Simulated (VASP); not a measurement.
## Ti: single point with PBE

Crystal: Ti.

```xyz
1
Lattice="-1.5097 1.5097 1.6410 1.5097 -1.5097 1.6410 1.5097 1.5097 -1.6410" Properties=species:S:1:pos:R:3 pbc="T T T"
Ti    0.0000    0.0000    0.0000
```

This cell differs from its parent crystal: strain -0.080 along x and y, +0.000 along z.

* Program: VASP 6.6.1
* Task: single point
* Functional: PBE
* Potentials or basis: VASP PAW PBE potentials, release 64 (Ti_sv)
* Cutoff: 500 eV
* k mesh: 14 × 14 × 14
* Occupations: gaussian, width 0.15 eV
* Spin: no spin polarisation
* Dipole correction: no
* Further INCAR settings: ALGO = Normal; EDIFF = 1e-06; NBANDS = 12

```json
{"Pressure": "19.0 GPa", "Band gap on the k mesh": "zero (bands 6 and 7 overlap by 1.81 eV)"}
```

Stress tensor (GPa, compression positive):
```
18.67  0.00  0.00
 0.00 18.67  0.00
 0.00  0.00 19.68
```

Levels at points of the mesh, in eV from the Fermi level:
```csv
k point,band 2,band 3,band 4,band 5,band 6,band 7,band 8,band 9,band 10,band 11
"(0.00, 0.00, 0.00)",-31.93,-31.93,-31.93,-6.26,0.90,0.90,1.57,2.73,3.52,17.51
"(0.50, 0.00, 0.00)",-33.01,-32.23,-31.93,-2.85,-0.29,1.48,2.71,3.74,5.02,10.32
"(0.50, 0.50, 0.00)",-32.99,-32.30,-32.00,-2.92,-1.13,2.13,3.72,3.89,5.15,10.97
"(0.50, 0.50, 0.50)",-32.76,-32.58,-32.58,-2.82,-2.54,4.55,4.72,4.72,8.07,10.54
```

Wall time 16 s on 1 thread of Intel(R) Xeon(R) 6975P-C (Granite Rapids), on a shared host, peak memory 0.15 GiB.

Caveat: the cell differs from its parent crystal (strain -0.080 along x and y, +0.000 along z); the cell stands under pressure.
